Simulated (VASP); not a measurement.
# CuAu (P4mm) in VASP: single point with PBEsol

Aim: the single point of CuAu with PBEsol.

All numbers are computed with VASP 6.6.1; they aren't measurements. Logs are shortened: lines on timing, memory, paths and dates and some standing lists are left out, and cuts for length are marked.

### 1 The cell of the first run

Symmetry: P4mm, No. 99, tetragonal system. The conventional cell has a = 2.800 Å, b = 2.800 Å, c = 3.670 Å, α = 90.00°, β = 90.00°, γ = 90.00°. Cu (site symmetry 4mm) has 8 Au at 2.51 to 2.91 Å and 4 Cu at 2.80 Å within 3.3 Å. Au (site symmetry 4mm) has 8 Cu at 2.51 to 2.91 Å and 4 Au at 2.80 Å within 3.3 Å.

### 2 Single point, PBEsol (atom 2 (Au) moved by (+0.000, -0.300) A along x and z)

File INCAR:

```
SYSTEM = CuAu
PREC = Accurate
ENCUT = 520
EDIFF = 1E-7
ISMEAR = 0
SIGMA = 0.15
LREAL = .FALSE.
LASPH = .TRUE.
NELM = 80
ALGO = Fast
ISIF = 2
LWAVE = .FALSE.
LCHARG = .TRUE.
GGA = PS
LELF = .TRUE.
LVHAR = .TRUE.
NBANDS = 18
```

File KPOINTS:

```
regular mesh
0
G
  18 18 14
  0 0 0
```

File POSCAR:

```
CuAu
1.0
    2.8000000000      0.0000000000      0.0000000000
    0.0000000000      2.8000000000      0.0000000000
    0.0000000000      0.0000000000      3.6700000000
Cu Au
1 1
Direct
    0.5000000000      0.5000000000      0.5000000000
    0.0000000000      0.0000000000     -0.0817438692
```

Potentials or basis: VASP PAW PBE potentials, release 64 (Cu, Au).

Run with:

```sh
> cat potpaw_PBE.64/Cu/POTCAR potpaw_PBE.64/Au/POTCAR > POTCAR
> mpirun -np 1 vasp_std > vasp.out
```

OUTCAR:

```text
SYSTEM = CuAu
   PREC = Accurate
   ENCUT = 520
   EDIFF = 1E-7
   ISMEAR = 0
   LREAL = .FALSE.
   LASPH = .TRUE.
   NELM = 80
   ISIF = 2
   GGA = PS

 ion  position               nearest neighbor table
   1  0.500  0.500  0.500-   2 2.51   2 2.51   2 2.51   2 2.51   2 2.91   2 2.91   2 2.91   2 2.91

   2  0.000  0.000  0.918-   1 2.51   1 2.51   1 2.51   1 2.51   1 2.91   1 2.91   1 2.91   1 2.91

  LATTYP: Found a simple tetragonal cell.
 ALAT       =     2.8000000000
 C/A-ratio  =     1.3107142857

  Lattice vectors:

 A1 = (   2.8000000000,   0.0000000000,   0.0000000000)
 A2 = (   0.0000000000,   2.8000000000,   0.0000000000)
 A3 = (   0.0000000000,   0.0000000000,   3.6700000000)

Analysis of symmetry for initial positions (statically):
=====================================================================
 Subroutine PRICEL returns:
 Original cell was already a primitive cell.

 Routine SETGRP: Setting up the symmetry group for a
 simple tetragonal supercell.

 Subroutine GETGRP returns: Found  8 space group operations
 (whereof  8 operations were pure point group operations)
 out of a pool of 16 trial point group operations.

The static configuration has the point symmetry C_4v.

Analysis of symmetry for dynamics (positions and initial velocities):
=====================================================================
 Subroutine PRICEL returns:
 Original cell was already a primitive cell.

 Routine SETGRP: Setting up the symmetry group for a
 simple tetragonal supercell.

 Subroutine GETGRP returns: Found  8 space group operations
 (whereof  8 operations were pure point group operations)
 out of a pool of 16 trial point group operations.

The dynamic configuration has the point symmetry C_4v.

 Subroutine INISYM returns: Found  8 space group operations
 (whereof  8 operations are pure point group operations),
 and found     1 'primitive' translations

----------------------------------------------------------------------------------------

                                     Primitive cell

  volume of cell :      28.7728

  direct lattice vectors                    reciprocal lattice vectors
     2.800000000  0.000000000  0.000000000     0.357142857  0.000000000  0.000000000
     0.000000000  2.800000000  0.000000000     0.000000000  0.357142857  0.000000000
     0.000000000  0.000000000  3.670000000     0.000000000  0.000000000  0.272479564

  length of vectors
     2.800000000  2.800000000  3.670000000     0.357142857  0.357142857  0.272479564

[... 76 lines left out ...]
   LSORBIT =      F    spin-orbit coupling
   LASPH  =      T    aspherical Exc in radial PAW
   ENCUT  =  520.0 eV  38.22 Ry    6.18 a.u.   5.21  5.21  6.82*2*pi/ulx,y,z
   NELM   =     80;   NELMIN=  2; NELMDL= -5     # of ELM steps
   EDIFF  = 0.1E-06   stopping-criterion for ELM
   LREAL  =      F    real-space projection
   EDIFFG = 0.1E-05   stopping-criterion for IOM
   NSW    =      0    number of steps for IOM
   IBRION =     -1    ionic relax: 0-MD 1-quasi-New 2-CG
   NFREE  =      0    steps in history (QN), initial steepest desc. (CG)
   ISIF   =      2    stress and relaxation
   ISYM   =      2    0-nonsym 1-usesym 2-fastsym
   POTIM  = 0.5000    time-step for ionic-motion
   TEBEG  =    0.0;   TEEND  =   0.0 temperature during run
   PSTRESS=    0.0 pullay stress
   NELECT =      22.0000    total number of electrons
   NUPDOWN=      -1.0000    fix difference up-down
   EMIN   =  10.00;   EMAX   =-10.00  energy-range for DOS
   EFERMI =   0.00;   METHOD = LEGACY
   ISMEAR =     0;   SIGMA  =   0.15  broadening in eV -4-tet -1-fermi 0-gaus
   EFERMI_NEDOS =   21; number of points for ismear=-14 and -15
   IALGO  =     68    algorithm
   IMIX   =      4    mixing-type and parameters
     AMIX     =   0.40;   BMIX     =  1.00
     AMIX_MAG =   1.60;   BMIX_MAG =  1.00
  volume/ion in A,a.u.               =      14.39        97.08
  Fermi-wavevector in a.u.,A,eV,Ry     =   1.497000  2.828919 30.490762  2.241008
  Thomas-Fermi vector in A             =   2.608944
   LORBIT       =      0    0 simple, 1 ext, 2 COOP (PROOUT), +10 PAW based schemes
   GGA     = PS    functional components
   LHFCALC =     F    Hartree Fock is set to
   AEXX    =    0.0000 exact exchange contribution
   IVDW    =     0    specifies the selected vdW correction
   LEPSILON=     F    determine dielectric tensor
   LRPA    =     F    only Hartree local field effects (RPA)
 non-spin polarized calculation
 RMM-DIIS sequential band-by-band and
 Gauss-broadening in eV      SIGMA  =   0.15
  energy-cutoff  :      520.00
  volume of cell :       28.77
 maximum number of plane-waves:       800
 NGX is ok and might be reduce to    24
   NGX = 11   NGY = 11   NGZ = 13

 number of electron      22.0000010 magnetization

 Free energy of the ion-electron system (eV)
  ---------------------------------------------------
  ext. energy  EPLUGINS =         0.00000000
  ---------------------------------------------------
  free energy    TOTEN  =        -8.04246637 eV

  energy without entropy =       -8.03575759  energy(sigma->0) =       -8.03911198

 E-fermi :   8.7612     XC(G=0): -12.8650

 val. band max:        8.7590277527   @ k =   0.3333   0.1111   0.4286
 cond. band min:       8.7731285061   @ k =   0.5000   0.1111   0.2857
 fundamental gap:      0.0141007534
 Fermi energy:         8.7612143275

 k-point     1 :       0.0000    0.0000    0.0000
  band No.  band energies     occupation
      1      -1.2619      2.00000
      2       1.8509      2.00000
      3       2.1206      2.00000
      4       4.5561      2.00000
      5       4.5561      2.00000
      6       5.4799      2.00000
[... 481 lines left out ...]
      5       4.5217      2.00000
      6       4.5989      2.00000
[... 10 lines left out ...]
     17      23.7499      0.00000
     18      26.1929      0.00000

 [... further k-points ...]
[... 5 lines left out ...]
  --------------------------------------------------------------------------------------
  -------------------------------------------------------------------------------------
  Total        1.4070977      1.4070977      0.7705225      0.0000000      0.0000000      0.0000000
  in kB       78.3524747     78.3524747     42.9055805      0.0000000      0.0000000      0.0000000
  external PRESSURE =      66.5368433 kB  Pullay stress =       0.0000000 kB

 VOLUME and BASIS-vectors are now :
 -----------------------------------------------------------------------------
  energy-cutoff  :      520.00
  volume of cell :       28.77
      direct lattice vectors                 reciprocal lattice vectors
     2.800000000  0.000000000  0.000000000     0.357142857  0.000000000  0.000000000
     0.000000000  2.800000000  0.000000000     0.000000000  0.357142857  0.000000000
     0.000000000  0.000000000  3.670000000     0.000000000  0.000000000  0.272479564

 POSITION                                       TOTAL-FORCE (eV/Angst)
 -----------------------------------------------------------------------------------
      1.40000      1.40000      1.83500        -0.000000      0.000000     -2.161197
      0.00000      0.00000      3.37000         0.000000     -0.000000      2.161197
 -----------------------------------------------------------------------------------
    total drift:                                0.000000      0.000000      0.000180

  FREE ENERGIE OF THE ION-ELECTRON SYSTEM (eV)
  ---------------------------------------------------
  free  energy   TOTEN  =        -8.0424663707 eV

  energy  without entropy=       -8.0357575924  energy(sigma->0) =       -8.03911198
```

stdout:

```text
POSCAR found type information on POSCAR CuAu
 POSCAR found :  2 types and       2 ions
 scaLAPACK will be used
 -----------------------------------------------------------------------------
|                                                                             |
[... 21 lines left out ...]
WARNING in EDDRMM: call to ZHEGV failed, returncode =   8  4     17
WARNING in EDDRMM: call to ZHEGV failed, returncode =   6  3     15
WARNING in EDDRMM: call to ZHEGV failed, returncode =   8  4     17
WARNING in EDDRMM: call to ZHEGV failed, returncode =   8  4     18
WARNING in EDDRMM: call to ZHEGV failed, returncode =   8  4     17
 num prob  num prob  num prob  num prob  num prob  num prob  num prob  num prob  num prob  num prob  num prob  num prob  num prob  num prob  num prob  num prob  num prob RMM:  21    -0.804246637074E+01    0.15128E-07   -0.12077E-07  9588   0.355E-03
```

It took 4.6 min on 1 thread of Intel Xeon Platinum 8259CL at 2.50GHz (Skylake/Cascade Lake), shared host; peak memory 0.34 GiB.

Results:

```yaml
Free_energy: -8.0425 eV
Pressure: 6.7 GPa
Largest_force: 2.161 eV/Å
Band_gap_on_the_k_mesh: zero (band 11 reaches 13.68 eV, above the bottom of band 12 at 6.91 eV)
```

Forces in eV/Å, atoms in the order of the input:
```
Cu   0.000  0.000 -2.161
Au   0.000  0.000  2.161
```

Levels at points of the mesh, in eV from the Fermi level:
```csv
k point,band 8,band 9,band 10,band 11,band 12,band 13,band 14,band 15
"(0.00, 0.00, 0.00)",-2.34,-1.65,-1.57,-1.57,2.52,7.68,10.02,10.02
"(0.50, 0.00, 0.00)",-2.93,-2.09,-2.04,-0.94,-0.20,8.36,8.81,12.16
"(0.50, 0.50, 0.00)",-1.72,-1.56,-1.56,0.60,0.60,5.19,6.87,10.68
"(0.00, 0.00, 0.50)",-3.11,-2.32,-2.32,-2.03,-1.85,14.00,14.00,14.41
"(0.50, 0.00, 0.50)",-1.98,-1.54,-1.48,-1.08,-0.99,2.63,4.33,15.89
"(0.50, 0.50, 0.50)",-2.15,-1.72,-1.72,4.92,4.92,5.36,6.11,7.03
```

Caveat: the cell differs from its parent crystal (atom 2 (Au) moved by (+0.000, -0.300) A along x and z); the PAW data sets were made with another functional, which shifts forces and pressure a little; spin-orbit coupling is left out, which moves the levels of the heavy elements.
